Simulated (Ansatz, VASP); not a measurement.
This is a calculation of Al for VASP 6.6.1.

File INCAR:

```
SYSTEM = Al
PREC = Accurate
ENCUT = 520
EDIFF = 1E-7
ISMEAR = -1
SIGMA = 0.05
LREAL = .FALSE.
LASPH = .TRUE.
NELM = 80
ALGO = Normal
ISIF = 2
LWAVE = .FALSE.
LCHARG = .FALSE.
NBANDS = 8
```

File KPOINTS:

```
regular mesh
0
G
  11 11 11
  0 0 0
```

The input POSCAR:

```
Al
1.0
    0.0000000000      1.9974394157      1.9974394157
    1.9974394157      0.0000000000      1.9974394157
    1.9974394157      1.9974394157      0.0000000000
Al
1
Direct
    0.0000000000      0.0000000000      0.0000000000
```

Potentials or basis: VASP PAW LDA potentials, release 64 (Al).

The run is started by

```bash
$ cat potpaw_LDA.64/Al/POTCAR > POTCAR
$ mpirun -np 1 vasp_std > vasp.out
```

Translate it to Ansatz 0.2.0. Potentials there: all-electron LAPW, scalar-relativistic.

As run (the cutoff follows the program's own potentials):

The input input.yaml:

```yaml
crystal:
  lattice:
    - [0.0, 1.9974394157, 1.9974394157]
    - [1.9974394157, 0.0, 1.9974394157]
    - [1.9974394157, 1.9974394157, 0.0]
  atoms:
    - { symbol: Al, position: [0.0, 0.0, 0.0] }
kpoints:
  mp_grid: { grid: [11, 11, 11] }
scf:
  occupations: { method: fermi_dirac, width: 0.05 }
hamiltonian:
  xc: lda
  pseudopotentials: { kind: all_electron, lapw: { basis_error: 0.001 } }
output:
  forces: true
  stress: true
  eigenvalues: true
```

Potentials or basis: all-electron LAPW, scalar-relativistic.

Run with:

```console
$ ansatz run input.yaml --threads 1 --pin off --max-ram 3072MiB --backend cpu --events-out ev --progress --plain --runs-dir out
```

Both were run:

|  | VASP | Ansatz | Ansatz less VASP |
| --- | --- | --- | --- |
| gap on the k mesh at the Fermi level (eV) | none | none | - |
| pressure (GPa) | -0.5 | -0.6 | -0.07 |

LDA's correlation is that of Perdew and Zunger in VASP and of Perdew and Wang (1992) in Ansatz. A gap of «none» marks a metal or a gap that the smearing closes. Ansatz ran all-electron here, and VASP with PAW potentials.
